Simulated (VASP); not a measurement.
A run of VASP 6.6.1 is set up as follows.

Contents of POSCAR:

```
AgCl
1.0
    0.0000000000      2.9932461729      2.9932461729
    2.9932461729      0.0000000000      2.9932461729
    2.9932461729      2.9932461729      0.0000000000
Ag Cl
1 1
Direct
    0.0000000000      0.0000000000      0.0000000000
    0.2500000000      0.2500000000      0.2500000000
```

INCAR.step1

```
SYSTEM = AgCl
PREC = Accurate
ENCUT = 520
EDIFF = 1E-5
ISMEAR = 0
SIGMA = 0.01
LREAL = .False.
LASPH = .True.
NELM = 60
ALGO = Normal
ISIF = 2
LWAVE = .True.
LCHARG = .False.
GGA = PE
NBANDS = 16
```

INCAR.step2

```
SYSTEM = AgCl
PREC = Accurate
ENCUT = 520
EDIFF = 1E-6
ISMEAR = 0
SIGMA = 0.01
LREAL = .False.
LASPH = .True.
NELM = 60
ALGO = Normal
ISIF = 2
LWAVE = .False.
LCHARG = .False.
GGA = PE
LHFCALC = .True.
AEXX = 0.75
HFSCREEN = 0.2078
PRECFOCK = Normal
ISTART = 1
NBANDS = 16
```

KPOINTS

```
regular mesh
0
Gamma
  4 4 4
  0 0 0
```

Potentials or basis: VASP PAW PBE potentials, release 64 (Ag, Cl).

Run with:

```console
$ cat potpaw_PBE.64/Ag/POTCAR potpaw_PBE.64/Cl/POTCAR > POTCAR
$ cp INCAR.step1 INCAR
$ mpirun -np 1 vasp_std > vasp.out
$ cp INCAR.step2 INCAR
$ mpirun -np 1 vasp_std > vasp.out
```

What does it give for the pressure?

0.9 GPa.

What does it give for the band gap on the k mesh?

5.73 eV, direct.

Caveat: the k points lie up to 0.45 Å⁻¹ apart; the PAW data sets were made with another functional, which shifts forces and pressure a little.
